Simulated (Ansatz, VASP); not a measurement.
Sr3Al2As2: VASP beside Ansatz

The input INCAR:

```
  PREC = Accurate
  ENCUT = 520
  EDIFF = 1E-6
  ISMEAR = -1
  SIGMA = 0.1
  LREAL = False
  LASPH = True
  NELM = 60
  ALGO = Normal
  ISIF = 2
  LWAVE = False
  LCHARG = False
  GGA = PE
  NBANDS = 32
```

File KPOINTS:

```
regular mesh
0
Gamma
  7 7 7
```

File POSCAR:

```
Sr3Al2As2
1.0
    0.0000000000      0.0000000000      4.8621300000
    4.3910620000      0.0000000000      0.0000000000
    2.1955310000      9.7336020000     -2.4310650000
Al As Sr
2 2 3
Direct
    0.3584000000      0.6416000000      0.7168000000
    0.6416000000      0.3584000000      0.2832000000
    0.4351000000      0.0649000000      0.8702000000
    0.5649000000      0.9351000000      0.1298000000
    0.0000000000      0.5000000000      0.0000000000
    0.1832000000      0.8168000000      0.3664000000
    0.8168000000      0.1832000000      0.6336000000
```

Input for Ansatz:

```yaml
crystal:
  lattice:
    - [0.0, 0.0, 4.86213]
    - [4.391062, 0.0, 0.0]
    - [2.195531, 9.733602, -2.431065]
  atoms:
    - { symbol: Al, position: [0.3584, 0.6416, 0.7168] }
    - { symbol: Al, position: [0.6416, 0.3584, 0.2832] }
    - { symbol: As, position: [0.4351, 0.0649, 0.8702] }
    - { symbol: As, position: [0.5649, 0.9351, 0.1298] }
    - { symbol: Sr, position: [0.0, 0.5, 0.0] }
    - { symbol: Sr, position: [0.1832, 0.8168, 0.3664] }
    - { symbol: Sr, position: [0.8168, 0.1832, 0.6336] }
  symmetry: { tolerance: 0.0003 }
kpoints:
  mp_grid: { grid: [7, 7, 7], shift: [0, 0, 0] }
  band_path:
    path:
      - [0.0, 0.0, 0.0]
      - [0.0, 0.0, -0.5]
      - [0.0, -0.47456089, -0.73728044]
      - [0.0, -0.52543911, -0.26271956]
      - [0.0, 0.0, 0.0]
      - [-0.53119004, 0.0, 0.26559502]
      - [-0.46880996, 0.0, -0.26559502]
      - [0.0, 0.0, -0.5]
      - [0.0, 0.0, 0.0]
      - [0.0, -0.5, -0.5]
      - [-0.5, -0.5, -0.25]
    npoints: 6
magnetization:
  spin_polarized: false
scf:
  occupations: { method: fermi_dirac }
  lower_state_search: "off"
  max_iter: 200
hamiltonian:
  pseudopotentials: { kind: paw }
  xc: pbe
basis:
  ecutwfc: 420
  fft_grid_basis: typed
output:
  forces: true
  stress: true
  eigenvalues: true
  bader: true
  populations: true
  elf: true
  write_potential: true
  volumetric_format: npy
  dos:
    e_range: [-12, 8]
    de: 0.05
    projected: { site_lists: { Al: [Al], As: [As], Sr: [Sr] } }
checkpoint:
  read: saved_state
```

Alike in both runs: task single point; functional PBE; k mesh 7 × 7 × 7; no spin polarisation.

```csv
,VASP,Ansatz
version,VASP 6.6.1,Ansatz 0.2.0
potentials or method,"VASP PAW PBE potentials, release 64 (Al, As, Sr_sv), cutoff 520 eV",PAW plane waves
occupations,"fermi-dirac, width 0.1 eV",fermi-dirac
valence electrons in the cell,46,66
```

```tsv
	VASP	Ansatz	Ansatz less VASP
pressure (GPa)	-0.4	-0.5	-0.08
traceless stress, the component that is largest in VASP (GPa)	1.77	1.75	-0.022
rms of the force components (eV/Å)	0.324	0.319	-0.0047
```

Atom by atom the forces differ by 0.005 eV/Å (rms over components). VASP's potentials hold 46 valence electrons a cell and Ansatz's 66, so a difference there can come from the potentials and not from the codes.
